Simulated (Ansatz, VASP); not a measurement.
Pd: VASP beside Ansatz

The input INCAR:

```
SYSTEM = Pd
ALGO     = Normal         ! electronic algorithm
EDIFF    = 1E-7           ! SCF threshold, eV
ENCUT    = 520            ! plane-wave cutoff, eV
GGA      = PE             ! functional
ISIF     = 2              ! what is computed and relaxed
ISMEAR   = -1             ! smearing method
LASPH    = .TRUE.         ! aspherical terms in the spheres
LCHARG   = .FALSE.        ! write CHGCAR
LREAL    = .FALSE.        ! projectors in reciprocal space
LWAVE    = .FALSE.        ! write WAVECAR
NBANDS   = 11             ! bands
NELM     = 80             ! most SCF steps
PREC     = Accurate       ! precision mode
SIGMA    = 0.05           ! smearing width, eV
```

KPOINTS

```
k-points
0
G
  18 18 18
  0 0 0
```

POSCAR

```
Pd
1.0
    0.0000000000      1.9577805078      1.9577805078
    1.9577805078      0.0000000000      1.9577805078
    1.9577805078      1.9577805078      0.0000000000
Pd
1
Direct
    0.0000000000      0.0000000000      0.0000000000
```

Input for Ansatz:

```yaml
crystal:
  lattice:
    - [0.0, 1.9577805078, 1.9577805078]
    - [1.9577805078, 0.0, 1.9577805078]
    - [1.9577805078, 1.9577805078, 0.0]
  atoms:
    - { symbol: Pd, position: [0.0, 0.0, 0.0] }
kpoints:
  mp_grid: { grid: [18, 18, 18] }
scf:
  occupations: { method: fermi_dirac, width: 0.05 }
hamiltonian:
  xc: pbe
  pseudopotentials: { kind: all_electron, lapw: { basis_error: 0.00025 } }
output:
  forces: true
  stress: true
  eigenvalues: true
```

Change from the starting cell: volume scaled by 1.02.

Alike in both runs: task single point; functional PBE; k mesh 18 × 18 × 18; occupations fermi-dirac, width 0.05 eV; no spin polarisation.

|  | VASP | Ansatz |
| --- | --- | --- |
| version | VASP 6.6.1 | Ansatz 0.2.0 |
| potentials or method | VASP PAW PBE potentials, release 64 (Pd), cutoff 520 eV | all-electron LAPW, scalar-relativistic |

Ansatz gave:

| Property | Result |
| --- | --- |
| pressure (GPa) | 3.6 |

Question: Which values does VASP return?

Answer: Pressure (GPa): 3.4.

Ansatz ran all-electron here, and VASP with PAW potentials.
